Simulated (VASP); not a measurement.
# Ta (Im-3m) in VASP: settings compared, part 3 of 3

VASP 6.6.1. Earlier steps stand in the parts before.

### 4 Relaxation of cell and atoms, PBEsol

This run uses another cell than the first one, of 18.13 Å³/atom.

INCAR reads:

```
ALGO = Normal
EDIFF = 1E-7
EDIFFG = -0.005
ENCUT = 600
GGA = PS
IBRION = 2
ISIF = 3
ISMEAR = 1
LASPH = True
LCHARG = False
LREAL = False
LWAVE = False
NELM = 60
NSW = 60
PREC = Accurate
SIGMA = 0.1
```

KPOINTS reads:

```
k-points
0
Gamma
  23 23 23
```

POSCAR reads:

```
Ta
1.0
   -1.6550000000      1.6550000000      1.6550000000
    1.6550000000     -1.6550000000      1.6550000000
    1.6550000000      1.6550000000     -1.6550000000
Ta
1
Direct
    0.0000000000      0.0000000000      0.0000000000
```

Potentials or basis: VASP PAW PBE potentials, release 64 (Ta_pv).

Command:

```
cat potpaw_PBE.64/Ta_pv/POTCAR > POTCAR
mpirun -np 1 vasp_std > vasp.out
```

OUTCAR:

```text
EDIFF = 1E-7
   EDIFFG = -0.005
   ENCUT = 600
   GGA = PS
   IBRION = 2
   ISIF = 3
   ISMEAR = 1
   LASPH = True
   LREAL = False
   NELM = 60
   NSW = 60
   PREC = Accurate

 ion  position               nearest neighbor table
   1  0.000  0.000  0.000-

  LATTYP: Found a body centered cubic cell.
 ALAT       =     3.3100000000

  Lattice vectors:

 A1 = (  -1.6550000000,   1.6550000000,   1.6550000000)
 A2 = (   1.6550000000,  -1.6550000000,   1.6550000000)
 A3 = (   1.6550000000,   1.6550000000,  -1.6550000000)

Analysis of symmetry for initial positions (statically):
=====================================================================
 Subroutine PRICEL returns:
 Original cell was already a primitive cell.

 Routine SETGRP: Setting up the symmetry group for a
 body centered cubic supercell.

 Subroutine GETGRP returns: Found 48 space group operations
 (whereof 48 operations were pure point group operations)
 out of a pool of 48 trial point group operations.

The static configuration has the point symmetry O_h .

Analysis of symmetry for dynamics (positions and initial velocities):
=====================================================================
 Subroutine PRICEL returns:
 Original cell was already a primitive cell.

 Routine SETGRP: Setting up the symmetry group for a
 body centered cubic supercell.

 Subroutine GETGRP returns: Found 48 space group operations
 (whereof 48 operations were pure point group operations)
 out of a pool of 48 trial point group operations.

The dynamic configuration has the point symmetry O_h .

 Subroutine INISYM returns: Found 48 space group operations
 (whereof 48 operations are pure point group operations),
 and found     1 'primitive' translations

----------------------------------------------------------------------------------------

                                     Primitive cell

  volume of cell :      18.1323

  direct lattice vectors                    reciprocal lattice vectors
    -1.655000000  1.655000000  1.655000000     0.000000000  0.302114804  0.302114804
     1.655000000 -1.655000000  1.655000000     0.302114804  0.000000000  0.302114804
     1.655000000  1.655000000 -1.655000000     0.302114804  0.302114804  0.000000000

  length of vectors
     2.866544087  2.866544087  2.866544087     0.427254853  0.427254853  0.427254853

  position of ions in fractional coordinates (direct lattice)
     0.000000000  0.000000000  0.000000000

  ion indices of the primitive-cell ions
   primitive index   ion index
                 1           1

----------------------------------------------------------------------------------------

 KPOINTS: k-points

Automatic generation of k-mesh.
 Grid dimensions read from file:
 generate k-points for:   23   23   23

 Generating k-lattice:

  Cartesian coordinates                     Fractional coordinates (reciprocal lattice)
     0.000000000  0.013135426  0.013135426     0.043478261  0.000000000  0.000000000
     0.013135426  0.000000000  0.013135426     0.000000000  0.043478261  0.000000000
[... 41 lines left out ...]
   number of dos      NEDOS =    301   number of ions     NIONS =      1
   total plane-waves  NPLWV =  13824
   dimension x,y,z NGX =    24 NGY =   24 NGZ =   24
   dimension x,y,z NGXF=    48 NGYF=   48 NGZF=   48
   ions per type =               1
   NGX,Y,Z   is equivalent  to a cutoff of  13.92, 13.92, 13.92 a.u.
   NGXF,Y,Z  is equivalent  to a cutoff of  27.84, 27.84, 27.84 a.u.
 SYSTEM =  unknown system
   PREC   = accura    normal or accurate (medium, high low for compatibility)
   ISTART =      0    job   : 0-new  1-cont  2-samecut
   ICHARG =      2    charge: 1-file 2-atom 10-const
   ISPIN  =      1    spin polarized calculation?
   LNONCOLLINEAR =      F non collinear calculations
   LSORBIT =      F    spin-orbit coupling
   LASPH  =      T    aspherical Exc in radial PAW
   ENCUT  =  600.0 eV  44.10 Ry    6.64 a.u.   5.73  5.73  5.73*2*pi/ulx,y,z
   NELM   =     60;   NELMIN=  2; NELMDL= -5     # of ELM steps
   EDIFF  = 0.1E-06   stopping-criterion for ELM
   LREAL  =      F    real-space projection
   EDIFFG = -.5E-02   stopping-criterion for IOM
   NSW    =     60    number of steps for IOM
   IBRION =      2    ionic relax: 0-MD 1-quasi-New 2-CG
   NFREE  =      1    steps in history (QN), initial steepest desc. (CG)
   ISIF   =      3    stress and relaxation
   ISYM   =      2    0-nonsym 1-usesym 2-fastsym
   POTIM  = 0.5000    time-step for ionic-motion
   TEBEG  =    0.0;   TEEND  =   0.0 temperature during run
   PSTRESS=    0.0 pullay stress
   NELECT =      11.0000    total number of electrons
   NUPDOWN=      -1.0000    fix difference up-down
   EMIN   =  10.00;   EMAX   =-10.00  energy-range for DOS
   EFERMI =   0.00;   METHOD = LEGACY
   ISMEAR =     1;   SIGMA  =   0.10  broadening in eV -4-tet -1-fermi 0-gaus
   EFERMI_NEDOS =   21; number of points for ismear=-14 and -15
   IALGO  =     38    algorithm
   IMIX   =      4    mixing-type and parameters
     AMIX     =   0.40;   BMIX     =  1.00
     AMIX_MAG =   1.60;   BMIX_MAG =  1.00
  volume/ion in A,a.u.               =      18.13       122.36
  Fermi-wavevector in a.u.,A,eV,Ry     =   1.385865  2.618906 26.131663  1.920623
  Thomas-Fermi vector in A             =   2.510235
   LORBIT       =      0    0 simple, 1 ext, 2 COOP (PROOUT), +10 PAW based schemes
   GGA     = PS    functional components
   LHFCALC =     F    Hartree Fock is set to
   AEXX    =    0.0000 exact exchange contribution
   IVDW    =     0    specifies the selected vdW correction
   LEPSILON=     F    determine dielectric tensor
   LRPA    =     F    only Hartree local field effects (RPA)
 conjugate gradient relaxation of ions
 non-spin polarized calculation
 Methfessel and Paxton  Order N= 1 SIGMA  =   0.10
  energy-cutoff  :      600.00
  volume of cell :       18.13
 maximum number of plane-waves:       619
   NGX = 11   NGY = 11   NGZ = 11

--------------------------------------- Ionic step        1  -------------------------------------------

 number of electron      11.0000001 magnetization

 Free energy of the ion-electron system (eV)
  ---------------------------------------------------
  ext. energy  EPLUGINS =         0.00000000
  ---------------------------------------------------
  free energy    TOTEN  =       -12.54496463 eV

  energy without entropy =      -12.54548779  energy(sigma->0) =      -12.54513901

------------------------ aborting loop because EDIFF is reached ----------------------------------------

  FORCE on cell =-STRESS in cart. coord.  units (eV):
  Direction    XX          YY          ZZ          XY          YZ          ZX
  --------------------------------------------------------------------------------------
  -------------------------------------------------------------------------------------
  Total       -0.5633459     -0.5633459     -0.5633459      0.0000000      0.0000000      0.0000000
  in kB      -49.7773467    -49.7773467    -49.7773467      0.0000000      0.0000000      0.0000000
  external PRESSURE =     -49.7773467 kB  Pullay stress =       0.0000000 kB
[... 92 lines left out ...]
--------------------------------------- Ionic step        4  -------------------------------------------

 number of electron      11.0000002 magnetization

 Free energy of the ion-electron system (eV)
  ---------------------------------------------------
  ext. energy  EPLUGINS =         0.00000000
  ---------------------------------------------------
  free energy    TOTEN  =       -12.55188753 eV

  energy without entropy =      -12.55251954  energy(sigma->0) =      -12.55209820

 E-fermi :   5.4409     XC(G=0): -12.8195

 val. band max:        5.4405681158   @ k =  -0.3913   0.4348   0.0870
 cond. band min:       5.4553912374   @ k =  -0.3478   0.4348   0.0435
 fundamental gap:      0.0148231217
 Fermi energy:         5.4408554650

 k-point     1 :       0.0000    0.0000    0.0000
  band No.  band energies     occupation
      1     -27.4950      2.00000
      2     -27.4950      2.00000
      3     -27.4950      2.00000
      4      -2.5329      2.00000
      5       6.1809     -0.00000
      6       6.1809     -0.00000
      7       6.1809     -0.00000
      8       9.5149      0.00000
      9       9.5149      0.00000
[... 265 lines left out ...]
 k-point    24 :       0.0870    0.0870    0.0000
  band No.  band energies     occupation
      1     -27.7744      2.00000
      2     -27.5589      2.00000
      3     -27.5193      2.00000
      4      -1.5452      2.00000
      5       5.6660     -0.00654
      6       5.7714     -0.00003
      7       7.2361     -0.00000
      8       8.7417      0.00000
      9       9.6419      0.00000

 [... further k-points ...]
[... 5 lines left out ...]
  --------------------------------------------------------------------------------------
  -------------------------------------------------------------------------------------
  Total       -0.0003284     -0.0003284     -0.0003284     -0.0000000     -0.0000000      0.0000000
  in kB       -0.0297308     -0.0297308     -0.0297308     -0.0000000     -0.0000000      0.0000000
  external PRESSURE =      -0.0297308 kB  Pullay stress =       0.0000000 kB
[... 16 lines left out ...]
  FREE ENERGIE OF THE ION-ELECTRON SYSTEM (eV)
  ---------------------------------------------------
  free  energy   TOTEN  =       -12.5518875251 eV

  energy  without entropy=      -12.5525195367  energy(sigma->0) =      -12.55209820

 reached required accuracy - stopping structural energy minimisation
```

It took 96 s on 1 thread of Intel Xeon 6975P-C (Granite Rapids), shared host; peak memory 0.21 GiB.

Results:

```yaml
Free_energy: -12.5519 eV
Relaxed_volume: 17.70 Å³/atom
Relaxed_cell: a = 2.843 Å, b = 2.843 Å, c = 2.843 Å, α = 109.47°, β = 109.47°, γ = 109.47°
Space_group_after_relaxing_to_0.1_Å: Im-3m (No. 229)
Energy_gained_by_relaxing: 6.9 meV/atom
Ionic_steps: 4
Pressure_after_relaxing: 0.0 GPa
Band_gap_on_the_k_mesh: zero (an odd number of electrons rules out a gap without spin polarisation)
```

The path:
| step | energy change (eV) | largest force (eV/Å) | pressure (GPa) | volume (Å³) |
| --- | --- | --- | --- | --- |
| 1 | 0.0000 | 0.0000 | -4.98 | 18.13 |
| 2 | 0.0342 | 0.0000 | 13.67 | 16.69 |
| 3 | -0.0069 | 0.0000 | -0.13 | 17.71 |
| 4 | -0.0069 | 0.0000 | 0.00 | 17.70 |

Final structure:
```cif
data_structure
_symmetry_space_group_name_H-M 'P 1'
_symmetry_Int_Tables_number 1
_cell_length_a 2.8434
_cell_length_b 2.8434
_cell_length_c 2.8434
_cell_angle_alpha 109.471
_cell_angle_beta 109.471
_cell_angle_gamma 109.471
_cell_volume 17.70
loop_
_atom_site_label
_atom_site_type_symbol
_atom_site_fract_x
_atom_site_fract_y
_atom_site_fract_z
_atom_site_occupancy
Ta1 Ta 0.00000 0.00000 0.00000 1
```

Caveat: the PAW data sets were made with another functional, which shifts forces and pressure a little; spin-orbit coupling is left out, which moves the levels of the heavy elements.

### 5 The runs side by side

| task | level | cell | cutoff (eV) | gap on the mesh (eV) | pressure (GPa) |
| --- | --- | --- | --- | --- | --- |
| single point | PBEsol | a = 2.843 Å, angles 109.5°, 1 atom | 520 | none | 0.2 |
| single point | PBE | a = 2.875 Å, angles 109.5°, 1 atom | 520 | none | 0.1 |
| relaxation of cell and atoms | PBEsol | relaxed from a = 2.867 Å, angles 109.5°, 1 atom | 600 | none | 0.0 |

Alike in all rows: potentials or basis VASP PAW PBE potentials, release 64 (Ta_pv); no spin polarisation; k mesh 23 × 23 × 23; smearing methfessel-paxton 0.1 eV.

Caveats: spin-orbit coupling is left out, which moves the levels of the heavy elements; the PAW data sets were made with another functional, which shifts forces and pressure a little (at least some runs).

Total energies depend on the potentials used, so only differences within one code and one set of settings carry meaning.
